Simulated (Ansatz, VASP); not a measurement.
**Two plane-wave programs on GeSb2Te4**

```xyz
7
Lattice="5.4530 0.0000 0.0000 -2.7265 4.7225 0.0000 0.0000 0.0000 9.3503" Properties=species:S:1:pos:R:3 pbc="T T T"
Ge    0.0000    0.0000    6.4148
Sb    0.0000    3.1483    2.1959
Sb    2.7265    1.5742    2.1959
Te    0.0000    3.1483    5.3389
Te    2.7265    1.5742    5.3389
Te    0.0000    3.1483    8.6059
Te    2.7265    1.5742    8.6059
```

Alike in both runs: functional PBE; k mesh 6 × 6 × 2; occupations gaussian, width 0.1 eV; no spin polarisation.

Ansatz relaxed the structure, and its values are those at the end. VASP's run is a single point on that final structure, the one shown.

|  | VASP | Ansatz |
| --- | --- | --- |
| version | VASP 6.6.1 | Ansatz 0.2.0 |
| potentials or method | VASP PAW PBE potentials, release 64 (Ge_d, Sb, Te), cutoff 520 eV | scalar-relativistic, plane waves, PAW |
| valence electrons in the cell | 48 | 108 |

|  | VASP | Ansatz | Ansatz less VASP |
| --- | --- | --- | --- |
| gap on the k mesh at the Fermi level (eV) | none | none | - |
| pressure (GPa) | -0.1 | -0.1 | +0.03 |
| rms of the force components (eV/Å) | 0.009 | 0.011 | +0.0026 |

A gap of «none» marks a metal or a gap that the smearing closes. With one functional, cell and mesh, what is left measures potentials, basis and numerics. VASP's potentials hold 48 valence electrons a cell and Ansatz's 108, so a difference there can come from the potentials and not from the codes.

Neither program's run includes spin-orbit coupling.
